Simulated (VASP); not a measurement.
Write the native input for VASP 6.6.1 that does the following.

| Quantity | Value |
| --- | --- |
| Task | single point |
| Functional | LDA |
| Potentials or basis | VASP PAW LDA potentials, release 64 (Ir_sv_GW) |
| Cutoff | 560 eV |
| k mesh | 18 × 18 × 18 |
| Occupations | gaussian, width 0.1 eV |
| Spin | no spin polarisation |
| Dipole correction | no |
| Further INCAR settings | ALGO = Normal; EDIFF = 1e-06; NBANDS = 14 |

The structure of Ir lies in POSCAR:

```
Ir
1.0
    0.0000000000      1.9054476258      1.9054476258
    1.9054476258      0.0000000000      1.9054476258
    1.9054476258      1.9054476258      0.0000000000
Ir
1
Direct
    0.0000000000      0.0000000000      0.0000000000
```

One way to write it, as run:

INCAR

```
SYSTEM = Ir
PREC = Accurate
ENCUT = 560
EDIFF = 1E-6
ISMEAR = 0
SIGMA = 0.1
LREAL = .FALSE.
LASPH = .TRUE.
NELM = 120
ALGO = Normal
ISIF = 2
LWAVE = .FALSE.
LCHARG = .FALSE.
NBANDS = 14
GGA_COMPAT = .FALSE.
```

KPOINTS

```
Automatic mesh
0
G
  18 18 18
  0 0 0
```

Potentials or basis: VASP PAW LDA potentials, release 64 (Ir_sv_GW).

Launch:

```bash
$ cat potpaw_LDA.64/Ir_sv_GW/POTCAR > POTCAR
$ mpirun -np 1 vasp_std > vasp.out
```

It gave:

The pressure is -0.3 GPa and the band gap on the k mesh is zero (an odd number of electrons rules out a gap without spin polarisation).

Caveat: spin-orbit coupling is left out, which moves the levels of the heavy elements.

Run time: 33 s on 1 thread of AMD EPYC 7R13 Processor (Zen 3), on a shared host, peak memory 0.14 GiB.
